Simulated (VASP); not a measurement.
# PbS (Galena) (Fm-3m) in VASP: single point with PBE

Aim: the single point of PbS (Galena) with PBE.

Program: VASP 6.6.1. These are calculated values, not measurements. Logs are shortened: lines on timing, memory, paths and dates and some standing lists are left out, and cuts for length are marked.

## 1. The cell of the first run

It takes space group Fm-3m (No. 225, cubic). The conventional cell has a = 5.932 Å, b = 5.932 Å, c = 5.932 Å, α = 90.00°, β = 90.00°, γ = 90.00°. Pb (site symmetry m-3m) has 6 S at 2.97 Å within 3.9 Å. S (site symmetry m-3m) has 6 Pb at 2.97 Å within 3.9 Å.

## 2. Single point, PBE

Input file INCAR:

```
SYSTEM = PbS
ALGO = Normal
EDIFF = 1E-6
ENCUT = 520
GGA = PE
ISIF = 2
ISMEAR = 0
LASPH = .TRUE.
LCHARG = .FALSE.
LREAL = .FALSE.
LWAVE = .FALSE.
NBANDS = 17
NELM = 80
PREC = Accurate
SIGMA = 0.01
```

Input file KPOINTS:

```
k-points
0
G
  4 4 4
  0 0 0
```

Input file POSCAR:

```
PbS
1.0
    4.1942040000      0.0000000000      0.0000000000
    2.0971020000      3.6322872127      0.0000000000
    2.0971020000      1.2107624042      3.4245532257
Pb S
1 1
Direct
    0.0000000000      0.0000000000      0.0000000000
    0.5000000000      0.5000000000      0.5000000000
```

Potentials or basis: VASP PAW PBE potentials, release 64 (Pb_d, S).

On the command line:

```
$ cat potpaw_PBE.64/Pb_d/POTCAR potpaw_PBE.64/S/POTCAR > POTCAR
$ mpirun -np 1 vasp_std > vasp.out
```

OUTCAR:

```text
SYSTEM = PbS
   EDIFF = 1E-6
   ENCUT = 520
   GGA = PE
   ISIF = 2
   ISMEAR = 0
   LASPH = .TRUE.
   LREAL = .FALSE.
   NELM = 80
   PREC = Accurate

 ion  position               nearest neighbor table
   1  0.000  0.000  0.000-   2 2.97   2 2.97   2 2.97   2 2.97   2 2.97   2 2.97
   2  0.500  0.500  0.500-   1 2.97   1 2.97   1 2.97   1 2.97   1 2.97   1 2.97

  LATTYP: Found a face centered cubic cell.
 ALAT       =     5.9315001802

  Lattice vectors:

 A1 = (   4.1942040000,   0.0000000000,   0.0000000000)
 A2 = (   2.0971020000,   3.6322872127,   0.0000000000)
 A3 = (   2.0971020000,   1.2107624042,   3.4245532257)

Analysis of symmetry for initial positions (statically):
=====================================================================
 Subroutine PRICEL returns:
 Original cell was already a primitive cell.

 Routine SETGRP: Setting up the symmetry group for a
 face centered cubic supercell.

 Subroutine GETGRP returns: Found 48 space group operations
 (whereof 48 operations were pure point group operations)
 out of a pool of 48 trial point group operations.

The static configuration has the point symmetry O_h .

Analysis of symmetry for dynamics (positions and initial velocities):
=====================================================================
 Subroutine PRICEL returns:
 Original cell was already a primitive cell.

 Routine SETGRP: Setting up the symmetry group for a
 face centered cubic supercell.

 Subroutine GETGRP returns: Found 48 space group operations
 (whereof 48 operations were pure point group operations)
 out of a pool of 48 trial point group operations.

The dynamic configuration has the point symmetry O_h .

 Subroutine INISYM returns: Found 48 space group operations
 (whereof 48 operations are pure point group operations),
 and found     1 'primitive' translations

----------------------------------------------------------------------------------------

                                     Primitive cell

  volume of cell :      52.1715

  direct lattice vectors                    reciprocal lattice vectors
     4.194204000  0.000000000  0.000000000     0.238424264 -0.137654313 -0.097336298
     2.097102000  3.632287213  0.000000000     0.000000000  0.275308626 -0.097336298
     2.097102000  1.210762404  3.424553226     0.000000000  0.000000000  0.292008894

  length of vectors
     4.194204000  4.194204000  4.194204000     0.292008894  0.292008894  0.292008894

  position of ions in fractional coordinates (direct lattice)
     0.000000000  0.000000000  0.000000000
     0.500000000  0.500000000  0.500000000

  ion indices of the primitive-cell ions
   primitive index   ion index
                 1           1
                 2           2

----------------------------------------------------------------------------------------

 KPOINTS: k-points

Automatic generation of k-mesh.
 Grid dimensions read from file:
 generate k-points for:    4    4    4

 Generating k-lattice:

  Cartesian coordinates                     Fractional coordinates (reciprocal lattice)
     0.059606066 -0.034413578 -0.024334075     0.250000000  0.000000000  0.000000000
     0.000000000  0.068827156 -0.024334075     0.000000000  0.250000000  0.000000000
     0.000000000  0.000000000  0.073002224     0.000000000  0.000000000  0.250000000

  Length of vectors
     0.073002224  0.073002224  0.073002224

  Shift w.r.t. Gamma in fractional coordinates (k-lattice)
     0.000000000  0.000000000  0.000000000

 Subroutine IBZKPT returns following result:
 ===========================================

 Found      8 irreducible k-points:

 Following reciprocal coordinates:
            Coordinates               Weight
  0.000000  0.000000  0.000000      1.000000
  0.250000  0.000000 -0.000000      8.000000
  0.500000  0.000000 -0.000000      4.000000
  0.250000  0.250000  0.000000      6.000000
  0.500000  0.250000 -0.000000     24.000000
 -0.250000  0.250000  0.000000     12.000000
  0.500000  0.500000  0.000000      3.000000
 -0.250000  0.500000  0.250000      6.000000
   k-points           NKPTS =      8   k-points in BZ     NKDIM =      8   number of bands    NBANDS=     17
   number of dos      NEDOS =    301   number of ions     NIONS =      2
   total plane-waves  NPLWV =  32768
   dimension x,y,z NGX =    32 NGY =   32 NGZ =   32
   dimension x,y,z NGXF=    64 NGYF=   64 NGZF=   64
   ions per type =               1   1
   NGX,Y,Z   is equivalent  to a cutoff of  12.68, 12.68, 12.68 a.u.
   NGXF,Y,Z  is equivalent  to a cutoff of  25.37, 25.37, 25.37 a.u.
 SYSTEM =  PbS
   PREC   = accura    normal or accurate (medium, high low for compatibility)
   ISTART =      0    job   : 0-new  1-cont  2-samecut
   ICHARG =      2    charge: 1-file 2-atom 10-const
   ISPIN  =      1    spin polarized calculation?
   LNONCOLLINEAR =      F non collinear calculations
   LSORBIT =      F    spin-orbit coupling
   LASPH  =      T    aspherical Exc in radial PAW
   ENCUT  =  520.0 eV  38.22 Ry    6.18 a.u.   7.80  7.80  7.80*2*pi/ulx,y,z
   NELM   =     80;   NELMIN=  2; NELMDL= -5     # of ELM steps
   EDIFF  = 0.1E-05   stopping-criterion for ELM
   LREAL  =      F    real-space projection
   EDIFFG = 0.1E-04   stopping-criterion for IOM
   NSW    =      0    number of steps for IOM
   IBRION =     -1    ionic relax: 0-MD 1-quasi-New 2-CG
   NFREE  =      0    steps in history (QN), initial steepest desc. (CG)
   ISIF   =      2    stress and relaxation
   ISYM   =      2    0-nonsym 1-usesym 2-fastsym
   POTIM  = 0.5000    time-step for ionic-motion
   TEBEG  =    0.0;   TEEND  =   0.0 temperature during run
   PSTRESS=    0.0 pullay stress
   NELECT =      20.0000    total number of electrons
   NUPDOWN=      -1.0000    fix difference up-down
   EMIN   =  10.00;   EMAX   =-10.00  energy-range for DOS
   EFERMI =   0.00;   METHOD = LEGACY
   ISMEAR =     0;   SIGMA  =   0.01  broadening in eV -4-tet -1-fermi 0-gaus
   EFERMI_NEDOS =   21; number of points for ismear=-14 and -15
   IALGO  =     38    algorithm
   IMIX   =      4    mixing-type and parameters
     AMIX     =   0.40;   BMIX     =  1.00
     AMIX_MAG =   1.60;   BMIX_MAG =  1.00
  volume/ion in A,a.u.               =      26.09       176.04
  Fermi-wavevector in a.u.,A,eV,Ry     =   1.189251  2.247359 19.242971  1.414319
  Thomas-Fermi vector in A             =   2.325363
   LORBIT       =      0    0 simple, 1 ext, 2 COOP (PROOUT), +10 PAW based schemes
   GGA     = PE    functional components
   LHFCALC =     F    Hartree Fock is set to
   AEXX    =    0.0000 exact exchange contribution
   IVDW    =     0    specifies the selected vdW correction
   LEPSILON=     F    determine dielectric tensor
   LRPA    =     F    only Hartree local field effects (RPA)
 non-spin polarized calculation
 Gauss-broadening in eV      SIGMA  =   0.01
  energy-cutoff  :      520.00
  volume of cell :       52.17
 maximum number of plane-waves:      1424
   NGX = 15   NGY = 15   NGZ = 15

 number of electron      19.9999998 magnetization

 Free energy of the ion-electron system (eV)
  ---------------------------------------------------
  ext. energy  EPLUGINS =         0.00000000
  ---------------------------------------------------
  free energy    TOTEN  =        -8.74199081 eV

  energy without entropy =       -8.74199081  energy(sigma->0) =       -8.74199081

 E-fermi :   5.9530     XC(G=0):  -9.6843

 val. band max:        5.8213328204   @ k =   0.5000   0.0000  -0.0000
 cond. band min:       6.1850810109   @ k =   0.5000   0.0000  -0.0000
 fundamental gap:      0.3637481905
 Fermi energy:         5.9530474356

 k-point     1 :       0.0000    0.0000    0.0000
  band No.  band energies     occupation
      1     -11.0010      2.00000
      2     -11.0010      2.00000
      3     -11.0010      2.00000
      4     -10.9849      2.00000
      5     -10.9849      2.00000
      6      -7.7762      2.00000
[... 9 lines left out ...]
     16      12.5520      0.00000
     17      14.4722      0.00000

 k-point     2 :       0.2500    0.0000   -0.0000
  band No.  band energies     occupation
      1     -11.0044      2.00000
      2     -11.0044      2.00000
      3     -10.9989      2.00000
      4     -10.9740      2.00000
      5     -10.9740      2.00000
      6      -7.2734      2.00000
[... 9 lines left out ...]
     16      13.7730      0.00000
     17      17.7111      0.00000

 k-point     3 :       0.5000    0.0000   -0.0000
  band No.  band energies     occupation
      1     -11.0187      2.00000
      2     -11.0187      2.00000
      3     -10.9979      2.00000
      4     -10.9520      2.00000
      5     -10.9520      2.00000
      6      -6.5349      2.00000
[... 9 lines left out ...]
     16      15.9438      0.00000
     17      16.3665      0.00000

 k-point     4 :       0.2500    0.2500    0.0000
  band No.  band energies     occupation
      1     -11.0434      2.00000
      2     -11.0138      2.00000
      3     -10.9719      2.00000
      4     -10.9713      2.00000
      5     -10.9713      2.00000
      6      -7.0837      2.00000
[... 9 lines left out ...]
     16      15.8208      0.00000
     17      15.8381      0.00000

 k-point     5 :       0.5000    0.2500   -0.0000
  band No.  band energies     occupation
      1     -11.0744      2.00000
      2     -11.0024      2.00000
      3     -10.9871      2.00000
      4     -10.9623      2.00000
      5     -10.9481      2.00000
      6      -6.3374      2.00000
[... 9 lines left out ...]
     16      16.5702      0.00000
     17      17.2396      0.00000

 k-point     6 :      -0.2500    0.2500    0.0000
  band No.  band energies     occupation
      1     -11.0337      2.00000
      2     -11.0014      2.00000
      3     -10.9868      2.00000
      4     -10.9695      2.00000
      5     -10.9690      2.00000
      6      -6.6012      2.00000
[... 9 lines left out ...]
     16      15.6733      0.00000
     17      16.5414      0.00000

 k-point     7 :       0.5000    0.5000    0.0000
  band No.  band energies     occupation
      1     -11.1397      2.00000
      2     -11.0265      2.00000
      3     -10.9590      2.00000
      4     -10.9401      2.00000
      5     -10.9401      2.00000
      6      -6.1034      2.00000
[... 9 lines left out ...]
     16      18.0837      0.00000
     17      18.0891      0.00000

 k-point     8 :      -0.2500    0.5000    0.2500
  band No.  band energies     occupation
      1     -11.0953      2.00000
      2     -10.9846      2.00000
      3     -10.9846      2.00000
      4     -10.9834      2.00000
      5     -10.9401      2.00000
      6      -6.0639      2.00000
[... 9 lines left out ...]
     16      17.8188      0.00000
     17      18.0728      0.00000

------------------------ aborting loop because EDIFF is reached ----------------------------------------

  FORCE on cell =-STRESS in cart. coord.  units (eV):
  Direction    XX          YY          ZZ          XY          YZ          ZX
  --------------------------------------------------------------------------------------
  -------------------------------------------------------------------------------------
  Total        0.7315461      0.7315461      0.7315461     -0.0000000     -0.0000000      0.0000000
  in kB       22.4656314     22.4656314     22.4656314     -0.0000000     -0.0000000      0.0000000
  external PRESSURE =      22.4656314 kB  Pullay stress =       0.0000000 kB

 VOLUME and BASIS-vectors are now :
 -----------------------------------------------------------------------------
  energy-cutoff  :      520.00
  volume of cell :       52.17
      direct lattice vectors                 reciprocal lattice vectors
     4.194204000  0.000000000  0.000000000     0.238424264 -0.137654313 -0.097336298
     2.097102000  3.632287213  0.000000000     0.000000000  0.275308626 -0.097336298
     2.097102000  1.210762404  3.424553226     0.000000000  0.000000000  0.292008894

 POSITION                                       TOTAL-FORCE (eV/Angst)
 -----------------------------------------------------------------------------------
      0.00000      0.00000      0.00000        -0.000000      0.000000      0.000000
      4.19420      2.42152      1.71228         0.000000      0.000000      0.000000
 -----------------------------------------------------------------------------------
    total drift:                               -0.000000      0.000000      0.000000

  FREE ENERGIE OF THE ION-ELECTRON SYSTEM (eV)
  ---------------------------------------------------
  free  energy   TOTEN  =        -8.7419908126 eV

  energy  without entropy=       -8.7419908126  energy(sigma->0) =       -8.74199081
```

Wall time 7.2 s (1 thread of Intel Xeon 6975P-C, shared host); peak memory 0.18 GiB.

Results:

* Free energy: -8.7420 eV
* Pressure: 2.2 GPa
* Band gap on the k mesh: 0.36 eV, direct

Caveat: the k points lie up to 0.46 Å⁻¹ apart; spin-orbit coupling is left out, which moves the levels of the heavy elements. A k mesh can miss the band edges.
